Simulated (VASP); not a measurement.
Write the native input for VASP 6.6.1 that does the following.

| Item | Value |
| --- | --- |
| Task | single point |
| Functional | PBE |
| Potentials or basis | VASP PAW PBE potentials, release 64 (Tm_3, I), 4f in core |
| Cutoff | 500 eV |
| k mesh | 4 × 4 × 4 |
| Occupations | gaussian, width 0.2 eV |
| Spin | no spin polarisation |
| Dipole correction | no |
| Further INCAR settings | ALGO = Normal; EDIFF = 1e-06; NBANDS = 26 |

The structure of TmI4 lies in POSCAR:

```
TmI4
1.0
    1.9819821985      1.1442979558     14.8282337870
   -1.9819821985      1.1442979558     14.8282337870
    0.0000000000     -2.2885959117     14.8282337870
Tm I
1 4
Direct
    0.0000000000      0.0000000000      0.0000000000
    0.6229474699      0.6229474699      0.6229474699
    0.2171564353      0.2171564353      0.2171564353
    0.7828435647      0.7828435647      0.7828435647
    0.3770525301      0.3770525301      0.3770525301
```

The cell was generated, and may not be a known phase.

The input as run:

INCAR

```
SYSTEM = TmI4
PREC = Accurate ; ENCUT = 500
EDIFF = 1E-6 ; ISMEAR = 0
SIGMA = 0.2 ; LREAL = .FALSE.
LASPH = .TRUE. ; NELM = 200
ALGO = Normal ; ISIF = 2
LWAVE = .FALSE. ; LCHARG = .FALSE.
GGA = PE ; NBANDS = 26
GGA_COMPAT = .FALSE. ; LMAXMIX = 6
```

KPOINTS

```
regular mesh
0
G
  4 4 4
  0 0 0
```

Potentials or basis: VASP PAW PBE potentials, release 64 (Tm_3, I), 4f in core.

Command:

```console
$ cat potpaw_PBE.64/Tm_3/POTCAR potpaw_PBE.64/I/POTCAR > POTCAR
$ mpirun -np 1 vasp_std > vasp.out
```

It gave:

* Pressure: 0.1 GPa
* Largest force: 0.052 eV/Å
* Band gap on the k mesh: zero (an odd number of electrons rules out a gap without spin polarisation)

Caveat: the k points lie up to 0.46 Å⁻¹ apart, too coarse for converged energies and pressures of a metal; spin-orbit coupling is left out, which moves the levels of the heavy elements; the 4f electrons are frozen in the core, so they carry no moment and show no levels; an odd number of electrons without spin polarisation forces a metal; a magnetic or distorted state may lie lower; the run has no spin polarisation, though such a crystal can be magnetic.

Run time: 27 min on 1 thread of Intel(R) Xeon(R) 6975P-C (Granite Rapids), with other jobs on the host, peak memory 2.1 GiB.
